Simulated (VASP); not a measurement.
# CoO (Fm-3m) in VASP: single point with PBE+D3(BJ)

Aim: the single point of CoO with PBE+D3(BJ).

Everything below comes from runs of VASP 6.6.1. Logs are shortened: lines on timing, memory, paths and dates and some standing lists are left out, and cuts for length are marked.

### Step 1. The cell of the first run

Symmetry: Fm-3m, No. 225, cubic system. The conventional cell has a = 4.255 Å, b = 4.255 Å, c = 4.255 Å, α = 90.00°, β = 90.00°, γ = 90.00°. Within 2.8 Å of Co (site symmetry m-3m) lie 6 O at 2.13 Å. Within 2.8 Å of O (site symmetry m-3m) lie 6 Co at 2.13 Å.

### Step 2. Single point, PBE+D3(BJ), collinear spin, ferromagnetic start

Contents of INCAR:

```
ALGO = Normal ; EDIFF = 1E-6
ENCUT = 600 ; GGA = PE
GGA_COMPAT = F ; ISIF = 2
ISMEAR = 0 ; ISPIN = 2
IVDW = 12 ; LASPH = T
LCHARG = T ; LELF = T
LMAXMIX = 4 ; LORBIT = 11
LREAL = F ; LVHAR = T
LWAVE = F ; MAGMOM = 2.73 0.34
NBANDS = 18 ; NELM = 200
PREC = Accurate ; SIGMA = 0.1
```

Contents of KPOINTS:

```
k-points
0
Gamma
  22 22 22
```

Contents of POSCAR:

```
CoO
1.0
    0.0000000000      2.1273521392      2.1273521392
    2.1273521392      0.0000000000      2.1273521392
    2.1273521392      2.1273521392      0.0000000000
Co O
1 1
Direct
    0.0000000000      0.0000000000      0.0000000000
    0.5000000000      0.5000000000      0.5000000000
```

Potentials or basis: VASP PAW PBE potentials, release 64 (Co, O).

The run is started by

```sh
$ cat potpaw_PBE.64/Co/POTCAR potpaw_PBE.64/O/POTCAR > POTCAR
$ mpirun -np 1 vasp_std > vasp.out
```

OUTCAR:

```text
EDIFF = 1E-6
   ENCUT = 600
   GGA = PE
   ISIF = 2
   ISMEAR = 0
   ISPIN = 2
   IVDW = 12
   LASPH = T
   LORBIT = 11
   LREAL = F
   NELM = 200
   PREC = Accurate
 IVDW          = 12

 ion  position               nearest neighbor table
   1  0.000  0.000  0.000-   2 2.13   2 2.13   2 2.13   2 2.13   2 2.13   2 2.13
   2  0.500  0.500  0.500-   1 2.13   1 2.13   1 2.13   1 2.13   1 2.13   1 2.13

  LATTYP: Found a face centered cubic cell.
 ALAT       =     4.2547042784

  Lattice vectors:

 A1 = (   0.0000000000,   2.1273521392,   2.1273521392)
 A2 = (   2.1273521392,   0.0000000000,   2.1273521392)
 A3 = (   2.1273521392,   2.1273521392,   0.0000000000)

Analysis of symmetry for initial positions (statically):
=====================================================================
 Subroutine PRICEL returns:
 Original cell was already a primitive cell.

 Routine SETGRP: Setting up the symmetry group for a
 face centered cubic supercell.

 Subroutine GETGRP returns: Found 48 space group operations
 (whereof 48 operations were pure point group operations)
 out of a pool of 48 trial point group operations.

The static configuration has the point symmetry O_h .

Analysis of symmetry for dynamics (positions and initial velocities):
=====================================================================
 Subroutine PRICEL returns:
 Original cell was already a primitive cell.

 Routine SETGRP: Setting up the symmetry group for a
 face centered cubic supercell.

 Subroutine GETGRP returns: Found 48 space group operations
 (whereof 48 operations were pure point group operations)
 out of a pool of 48 trial point group operations.

The dynamic configuration has the point symmetry O_h .

Analysis of structural, dynamic, and magnetic symmetry:
=====================================================================
 Subroutine PRICEL returns:
 Original cell was already a primitive cell.

 Routine SETGRP: Setting up the symmetry group for a
 face centered cubic supercell.

 Subroutine GETGRP returns: Found 48 space group operations
 (whereof 48 operations were pure point group operations)
 out of a pool of 48 trial point group operations.

The overall configuration has the point symmetry O_h .

 Subroutine INISYM returns: Found 48 space group operations
 (whereof 48 operations are pure point group operations),
 and found     1 'primitive' translations

[... 115 lines left out ...]
  volume/ion in A,a.u.               =       9.63        64.97
  Fermi-wavevector in a.u.,A,eV,Ry     =   1.506338  2.846567 30.872371  2.269055
  Thomas-Fermi vector in A             =   2.617069
   LORBIT       =     11    0 simple, 1 ext, 2 COOP (PROOUT), +10 PAW based schemes
   GGA     = PE    functional components
   LHFCALC =     F    Hartree Fock is set to
   AEXX    =    0.0000 exact exchange contribution
   IVDW    =    12    specifies the selected vdW correction
   LEPSILON=     F    determine dielectric tensor
   LRPA    =     F    only Hartree local field effects (RPA)
 spin polarized calculation
 Gauss-broadening in eV      SIGMA  =   0.10
  energy-cutoff  :      600.00
  volume of cell :       19.26
 maximum number of plane-waves:       654
   NGX = 13   NGY = 13   NGZ = 13

 number of electron      15.0000007 magnetization       2.9031424

 Free energy of the ion-electron system (eV)
  ---------------------------------------------------
  ext. energy  EPLUGINS =         0.00000000
  ---------------------------------------------------
  free energy    TOTEN  =       -13.05791288 eV

  energy without entropy =      -13.03613615  energy(sigma->0) =      -13.04702451

 E-fermi :   7.9514     XC(G=0): -12.4287

 val. band max:        7.9510102744   @ k =  -0.1818   0.3182   0.1364
 cond. band min:       7.9519361273   @ k =  -0.4091   0.3636   0.0000
 fundamental gap:      0.0009258529
 Fermi energy:         7.9514490346

 spin component 1

 k-point     1 :       0.0000    0.0000    0.0000
  band No.  band energies     occupation
      1     -12.2643      1.00000
      2       4.6890      1.00000
      3       4.6890      1.00000
      4       4.8273      1.00000
      5       4.8273      1.00000
      6       4.8273      1.00000
[... 493 lines left out ...]
     17      33.9697      0.00000
     18      35.5574      0.00000

 [... further k-points ...]

 spin component 2

 k-point     1 :       0.0000    0.0000    0.0000
  band No.  band energies     occupation
      1     -11.7636      1.00000
      2       5.3861      1.00000
      3       5.3861      1.00000
      4       5.3861      1.00000
      5       6.8476      1.00000
      6       6.8477      1.00000
[... 493 lines left out ...]
     17      34.3656      0.00000
     18      36.0109      0.00000

 [... further k-points ...]

------------------------ aborting loop because EDIFF is reached ----------------------------------------

 Edisp (eV)   -0.51735

 E8    (eV) :    -0.1992

  FORCE on cell =-STRESS in cart. coord.  units (eV):
  Direction    XX          YY          ZZ          XY          YZ          ZX
  --------------------------------------------------------------------------------------
  -------------------------------------------------------------------------------------
  Total      -0.09059    -0.09059    -0.09059     0.00000     0.00000    -0.00000
  in kB      -7.53759    -7.53759    -7.53759     0.00000     0.00000    -0.00000
  external pressure =       -7.54 kB  Pullay stress =        0.00 kB

 VOLUME and BASIS-vectors are now :
 -----------------------------------------------------------------------------
  energy-cutoff  :      600.00
  volume of cell :       19.26
      direct lattice vectors                 reciprocal lattice vectors
     0.000000000  2.127352139  2.127352139    -0.235033961  0.235033961  0.235033961
     2.127352139  0.000000000  2.127352139     0.235033961 -0.235033961  0.235033961
     2.127352139  2.127352139  0.000000000     0.235033961  0.235033961 -0.235033961

 POSITION                                       TOTAL-FORCE (eV/Angst)
 -----------------------------------------------------------------------------------
      0.00000      0.00000      0.00000        -0.000000      0.000000     -0.000000
      2.12735      2.12735      2.12735         0.000000     -0.000000      0.000000
 -----------------------------------------------------------------------------------
    total drift:                                0.000000     -0.000000     -0.000000

  FREE ENERGIE OF THE ION-ELECTRON SYSTEM (eV)
  ---------------------------------------------------
  free  energy   TOTEN  =       -13.5752660597 eV

  energy  without entropy=      -13.5534893209  energy(sigma->0) =      -13.56437769

 total charge

# of ion       s       p       d       tot
------------------------------------------
    1        0.295   0.358   7.145   7.798
    2        1.553   3.427   0.000   4.979
--------------------------------------------------
tot          1.847   3.785   7.145  12.778

 magnetization (x)

# of ion       s       p       d       tot
------------------------------------------
    1        0.021   0.018   2.517   2.555
    2        0.029   0.269   0.000   0.298
--------------------------------------------------
tot          0.049   0.287   2.517   2.852
```

OSZICAR:

```text
N       E                     dE             d eps       ncg     rms          rms(c)
DAV:   1     0.867227788344E+02    0.86723E+02   -0.74268E+03 24380   0.108E+03
DAV:   2    -0.998767197285E+01   -0.96710E+02   -0.83053E+02 25064   0.239E+02
DAV:   3    -0.156237124089E+02   -0.56360E+01   -0.54959E+01 27290   0.607E+01
DAV:   4    -0.156832065805E+02   -0.59494E-01   -0.59440E-01 29048   0.595E+00
DAV:   5    -0.156845327736E+02   -0.13262E-02   -0.13260E-02 29194   0.889E-01    0.153E+01
DAV:   6    -0.144969049126E+02    0.11876E+01   -0.16759E+01 30654   0.611E+01    0.202E+01
DAV:   7    -0.131594558273E+02    0.13374E+01   -0.77197E+00 29600   0.489E+01    0.812E+00
DAV:   8    -0.130923895496E+02    0.67066E-01   -0.37426E-01 33262   0.830E+00    0.477E+00
DAV:   9    -0.130595698981E+02    0.32820E-01   -0.34364E-01 33784   0.103E+01    0.297E+00
DAV:  10    -0.130659475031E+02   -0.63776E-02   -0.44429E-02 32268   0.324E+00    0.157E+00
DAV:  11    -0.130581699411E+02    0.77776E-02   -0.68781E-02 33792   0.439E+00    0.487E-01
DAV:  12    -0.130579341412E+02    0.23580E-03   -0.59833E-03 32616   0.931E-01    0.751E-02
DAV:  13    -0.130579269359E+02    0.72053E-05   -0.33206E-04 26698   0.148E-01    0.764E-02
DAV:  14    -0.130579107280E+02    0.16208E-04   -0.22231E-05 33216   0.442E-02    0.169E-02
DAV:  15    -0.130579124070E+02   -0.16791E-05   -0.63578E-06 32134   0.510E-02    0.123E-02
DAV:  16    -0.130579128842E+02   -0.47721E-06   -0.19138E-06 23422   0.129E-02
   1 F= -.13575266E+02 E0= -.13564378E+02  d E =-.217767E-01  mag=     2.9032
```

stdout:

```text
POSCAR found type information on POSCAR CoO
 POSCAR found :  2 types and       2 ions
 scaLAPACK will be used
 LDA part: xc-table for (Slater+PW92), standard interpolation
 POSCAR, INCAR and KPOINTS ok, starting setup
 FFT: planning ... GRIDC
 FFT: planning ... GRID_SOFT
 FFT: planning ... GRID
 WAVECAR not read
 entering main loop
```

Wall time 6.2 min (1 thread of Oxide Virtual Turin-like, shared host); peak memory 0.3 GiB.

Results:

```
Free energy                                           : -13.5753 eV
Pressure                                              : -0.8 GPa
Net moment                                            : 2.90 μB per cell
Site moments                                          : Co +2.56; O +0.30 μB
Valence electrons inside the program's atomic spheres : Co 7.80; O 4.98
Dispersion energy per atom                            : -0.259 eV
```

Levels at points of the mesh, in eV from the Fermi level:
Spin up:
```csv
k point,band 7,band 8,band 9,band 10,band 11,band 12
"(0.00, 0.00, 0.00)",-3.07,-3.07,-3.07,1.03,16.88,18.17
"(0.50, 0.00, 0.00)",-1.79,0.12,0.12,5.09,9.38,13.47
"(0.50, 0.50, 0.00)",-2.41,-2.06,-2.06,5.90,9.85,11.71
```
Spin down:
```
           k point  band 4  band 5  band 6  band 7  band 8  band 9
(0.00, 0.00, 0.00)   -2.57   -1.10   -1.10   -1.10    0.06    0.06
(0.50, 0.00, 0.00)   -4.64   -0.13   -0.13    0.18    2.71    2.71
(0.50, 0.50, 0.00)   -3.82   -2.23    0.12    0.12    0.53    1.00
```

Caveat: a cell with one magnetic atom can't hold antiferromagnetic order, which such compounds often take; semilocal functionals often make such compounds metallic where correlation or magnetic order opens a gap, which also shifts bond lengths. With open d or f shells a metallic result of PBE can be an artefact of self-interaction; +U or a hybrid may open a gap.
